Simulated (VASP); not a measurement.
# BaTiO3: relaxation of cell and atoms with PBEsol

The system is BaTiO3.

```
CELL_PARAMETERS angstrom
3.96003 0.00000 0.00000
0.00000 2.84090 2.85259
0.00000 -2.84090 2.85259
ATOMIC_POSITIONS crystal
Ba 0.00000 0.00682 0.00682
Ti 0.50000 0.52083 0.52083
O 0.00000 0.49152 0.49152
O 0.50000 0.49405 0.98366
O 0.50000 0.98366 0.49405
```

```
Program                : VASP 6.6.1
Task                   : relaxation of cell and atoms
Functional             : PBEsol
Potentials or basis    : VASP PAW PBE potentials, release 64 (Ba_sv, Ti_sv, O)
Cutoff                 : 600 eV
k mesh                 : 10 × 10 × 10
Occupations            : methfessel-paxton, width 0.1 eV
Spin                   : no spin polarisation
Further INCAR settings : ALGO = Normal; EDIFF = 1e-07; IBRION = 2; EDIFFG = -0.005; NSW = 90; ISIF = 3
```

```json
{"Energy gained by relaxing": "0.0 meV/atom", "Ionic steps": "2", "Pressure after relaxing": "0.0 GPa", "Band gap on the k mesh": "2.10 eV (least direct gap 2.48 eV)"}
```

Forces on the atoms (eV/Å):
```
Ba   0.000  0.000 -0.001
Ti   0.000  0.000 -0.002
O    0.000  0.000 -0.001
O    0.000 -0.001  0.002
O    0.000  0.001  0.002
```

Final structure:
```cif
data_structure
_symmetry_space_group_name_H-M 'P 1'
_symmetry_Int_Tables_number 1
_cell_length_a 3.9600
_cell_length_b 4.0258
_cell_length_c 4.0258
_cell_angle_alpha 89.773
_cell_angle_beta 90.000
_cell_angle_gamma 90.000
_cell_volume 64.18
loop_
_atom_site_label
_atom_site_type_symbol
_atom_site_fract_x
_atom_site_fract_y
_atom_site_fract_z
_atom_site_occupancy
Ba1 Ba 0.00000 0.00681 0.00681 1
Ti1 Ti 0.50000 0.52080 0.52080 1
O1 O 0.00000 0.49149 0.49149 1
O2 O 0.50000 0.49405 0.98372 1
O3 O 0.50000 0.98372 0.49405 1
```

Levels at points of the mesh, in eV from the valence-band top:
| k point | band 17 | band 18 | band 19 | band 20 | band 21 | band 22 | band 23 | band 24 |
| --- | --- | --- | --- | --- | --- | --- | --- | --- |
| (0.00, 0.00, 0.00) | -1.15 | -0.48 | -0.47 | -0.38 | 2.10 | 2.29 | 2.37 | 4.37 |
| (0.50, 0.00, 0.00) | -1.75 | -1.63 | -1.14 | -1.01 | 2.49 | 3.67 | 3.83 | 4.35 |
| (0.00, 0.50, 0.00) | -1.91 | -1.74 | -0.93 | -0.78 | 2.33 | 3.71 | 3.74 | 4.35 |
| (0.50, 0.50, 0.00) | -1.72 | -0.94 | -0.92 | -0.09 | 3.76 | 3.78 | 4.12 | 4.89 |
| (0.00, 0.50, 0.50) | -1.66 | -0.93 | -0.87 | -0.24 | 3.72 | 3.76 | 4.05 | 5.15 |
| (0.50, 0.50, 0.50) | -2.40 | -0.16 | -0.02 | 0.00 | 4.29 | 4.32 | 4.42 | 6.44 |

Run time: 2.8 min on 2 MPI ranks on Intel(R) Xeon(R) Platinum 8259CL CPU @ 2.50GHz (Skylake/Cascade Lake), with other jobs on the host, peak memory 0.45 GiB a rank.

Caveat: the PAW data sets were made with another functional, which shifts forces and pressure a little; spin-orbit coupling is left out, which moves the levels of the heavy elements. A k mesh can miss the band edges.
